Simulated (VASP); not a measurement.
Input of a VASP 6.6.1 run:

File INCAR:

```
PREC = Accurate
ENCUT = 520
EDIFF = 1E-6
ISMEAR = 0
SIGMA = 0.1
LREAL = False
LASPH = True
NELM = 80
ALGO = Normal
ISIF = 2
LWAVE = False
LCHARG = False
GGA = PE
NBANDS = 27
```

Contents of KPOINTS:

```
Automatic mesh
0
Gamma
  4 4 4
```

The input POSCAR:

```
TeS2
1.0
    5.7922150655      0.0000000000      0.0000000000
    0.0000000000      5.7922150655      0.0000000000
    0.0000000000      0.0000000000      5.7922150655
Te S
2 4
Direct
    0.0000000000      0.0000000000      0.0000000000
    0.5000000000      0.5000000000      0.5000000000
    0.2500000000      0.2500000000      0.2500000000
    0.2500000000      0.7500000000      0.7500000000
    0.7500000000      0.7500000000      0.2500000000
    0.7500000000      0.2500000000      0.7500000000
```

Potentials or basis: VASP PAW PBE potentials, release 64 (Te, S).

Launch:

```console
$ cat potpaw_PBE.64/Te/POTCAR potpaw_PBE.64/S/POTCAR > POTCAR
$ mpirun -np 1 vasp_std > vasp.out
```

(1) Predict the band gap on the k mesh.

(2) Estimate the pressure.

Answers

(1) zero (bands 18 and 19 overlap by 0.48 eV).

(2) -0.5 GPa.

Caveat: spin-orbit coupling is left out, which moves the levels of the heavy elements.
